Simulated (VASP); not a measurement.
# ZrS2 (P-3m1) in VASP: a series of runs, part 2 of 2

VASP 6.6.1. Earlier steps stand in the parts before.

## (4) Vibrations by perturbation theory, PBEsol

This run uses another cell than the first one, of 16.20 Å³/atom.

Input file INCAR:

```
SYSTEM = ZrS2
  PREC = Accurate
  ENCUT = 500
  EDIFF = 1E-8
  ISMEAR = -1
  SIGMA = 0.15
  LREAL = .FALSE.
  LASPH = .TRUE.
  NELM = 120
  ALGO = Normal
  ISIF = 2
  LWAVE = .FALSE.
  LCHARG = .FALSE.
  GGA = PS
  NBANDS = 19
  IBRION = 8
  NSW = 1
  GGA_COMPAT = .FALSE.
```

Input file KPOINTS:

```
Automatic mesh
0
G
  12 12 8
  0 0 0
```

Input file POSCAR:

```
ZrS2
1.0
    3.3105925265      0.0000000000      0.0000000000
   -1.6552962632      2.8670572295      0.0000000000
    0.0000000000      0.0000000000      5.1211500673
Zr S
1 2
Direct
    0.0000000000      0.0000000000      0.0000000000
    0.3333333333      0.6666666667      0.3005306274
    0.6666666667      0.3333333333      0.6994693726
```

Potentials or basis: VASP PAW PBE potentials, release 64 (Zr_sv, S).

Command:

```bash
> cat potpaw_PBE.64/Zr_sv/POTCAR potpaw_PBE.64/S/POTCAR > POTCAR
> mpirun -np 1 vasp_std > vasp.out
```

OUTCAR:

```text
SYSTEM = ZrS2
   PREC = Accurate
   ENCUT = 500
   EDIFF = 1E-8
   ISMEAR = -1
   LREAL = .FALSE.
   LASPH = .TRUE.
   NELM = 120
   ISIF = 2
   GGA = PS
   IBRION = 8
   NSW = 1

 ion  position               nearest neighbor table
   1  0.000  0.000  0.000-   2 2.45   3 2.45   2 2.45   3 2.45   3 2.45   2 2.45
   2  0.333  0.667  0.301-   1 2.45   1 2.45   1 2.45
   3  0.667  0.333  0.699-   1 2.45   1 2.45   1 2.45

  LATTYP: Found a hexagonal cell.
 ALAT       =     3.3105925265
 C/A-ratio  =     1.5468983351

  Lattice vectors:

 A1 = (   3.3105925265,   0.0000000000,   0.0000000000)
 A2 = (  -1.6552962632,   2.8670572295,   0.0000000000)
 A3 = (   0.0000000000,   0.0000000000,   5.1211500673)

Analysis of symmetry for initial positions (statically):
=====================================================================
 Subroutine PRICEL returns:
 Original cell was already a primitive cell.

 Routine SETGRP: Setting up the symmetry group for a
 hexagonal supercell.

 Subroutine GETGRP returns: Found 12 space group operations
 (whereof 12 operations were pure point group operations)
 out of a pool of 24 trial point group operations.

The static configuration has the point symmetry D_3d.

[... 729 lines left out ...]
  free  energy   TOTEN  =       -21.5683259403 eV

  energy  without entropy=      -21.5257406943  energy(sigma->0) =      -21.54703332

[... ionic steps 2 to 3 ...]

--------------------------------------- Ionic step        4  -------------------------------------------

------------------------ aborting loop because EDIFF is reached ----------------------------------------
[... 11 lines left out ...]
[... ionic steps 8 to 8 ...]

--------------------------------------- Ionic step        9  -------------------------------------------

 Free energy of the ion-electron system (eV)
  ---------------------------------------------------
  ---------------------------------------------------
  free energy    TOTEN  =        -0.12504539 eV

  energy without entropy =       -0.12501662

------------------------ aborting loop because EDIFF is reached ----------------------------------------

 INTERNAL STRAIN TENSOR  FOR ION    2  DIRECTION 3   (eV/Angst):
 -----------------------------------------------------------------------------
   -13.77547 -0.00000 -0.00000
    -0.00000-13.77547  0.00000
     0.00000  0.00000-13.04421

 INTERNAL STRAIN TENSOR FOR ION    3 for displacements in x,y,z  (eV/Angst):
          X           Y           Z          XY          YZ          ZX
  --------------------------------------------------------------------------------
  x    -0.00000     0.00000     0.00000    -5.60720     0.00000    10.71332
  y    -5.60720     5.60720     0.00000     0.00000    11.83188     0.00000
  z    13.77547    13.77547    13.04421     0.00000     0.00000    -0.00000

 SECOND DERIVATIVES (NOT SYMMETRIZED)
 ------------------------------------
               1X          1Y          1Z          2X          2Y          2Z          3X          3Y          3Z
  1X    -7.054274   -0.000000    0.000000    3.527137    0.000000    0.000000    3.527137    0.000000    0.000000
  1Y    -0.000000   -7.054274    0.000000    0.000000    3.527137    0.000000    0.000000    3.527137    0.000000
  1Z     0.000000    0.000000  -23.348534    0.000000   -0.000000   11.674267    0.000000   -0.000000   11.674267
  2X     3.503289    0.000000    0.000000   -6.053190   -0.000000   -0.000000    2.549901    0.000000    0.000000
  2Y     0.000000    3.503289    0.000000   -0.000000   -6.053190   -0.000000    0.000000    2.549901   -0.000000
  2Z    -0.000000   -0.000000   11.673965   -0.000000    0.000000  -15.858041    0.000000    0.000000    4.184075
  3X     3.503289    0.000000    0.000000    2.549901    0.000000    0.000000   -6.053190   -0.000000   -0.000000
  3Y     0.000000    3.503289    0.000000    0.000000    2.549901   -0.000000   -0.000000   -6.053190   -0.000000
  3Z    -0.000000   -0.000000   11.673965    0.000000    0.000000    4.184075   -0.000000    0.000000  -15.858041

 Eigenvectors and eigenvalues of the dynamical matrix
 ----------------------------------------------------

   1 f  =   12.359478 THz    77.656888 2PiTHz  412.267795 cm-1    51.114669 meV
             X         Y         Z           dx          dy          dz
      0.000000  0.000000  0.000000     0.000000    0.000000   -0.000000
     -0.000000  1.911371  1.539062     0.000000    0.000000   -0.707107
      1.655296  0.955686  3.582088    -0.000000   -0.000000    0.707107
[... 43 lines left out ...]
   9 f/i=    0.011284 THz     0.070901 2PiTHz    0.376401 cm-1     0.046668 meV
             X         Y         Z           dx          dy          dz
      0.000000  0.000000  0.000000     0.671824    0.366333   -0.000000
     -0.000000  1.911371  1.539062     0.399666    0.217930   -0.000000
      1.655296  0.955686  3.582088     0.399666    0.217930   -0.000000

--------------------------------------------------------------------------------------------------------

 ELASTIC MODULI CONTR FROM IONIC RELAXATION (kBar)
 Direction    XX          YY          ZZ          XY          YZ          ZX
 --------------------------------------------------------------------------------
 XX        -865.0839   -383.2487   -591.0328     -0.0000    508.3655      0.0000
 YY        -383.2487   -865.0839   -591.0328     -0.0000   -508.3655     -0.0000
 ZZ        -591.0328   -591.0328   -559.6582     -0.0000      0.0000      0.0000
 XY          -0.0000     -0.0000     -0.0000   -240.9176     -0.0000    460.3060
 YZ         508.3655   -508.3655      0.0000     -0.0000  -1072.7133     -0.0000
 ZX           0.0000     -0.0000      0.0000    460.3060     -0.0000   -879.4778
 --------------------------------------------------------------------------------
```

It took 25 min on 1 thread of AMD EPYC 7R43 (Zen 3), shared host; peak memory 0.96 GiB.

What came out:

| Item | Value |
| --- | --- |
| Highest phonon frequency at Γ, LO-TO splitting left out | 412 cm⁻¹ |

Phonon frequencies in cm⁻¹ (negative: imaginary):
| q point | frequencies |
| --- | --- |
| (0.000, 0.000, 0.000) | 0 0 0 225 225 270 270 411 412 |

Caveat: the cell stands under pressure or tension, which shifts response properties; the PAW data sets were made with another functional, which shifts forces and pressure a little.
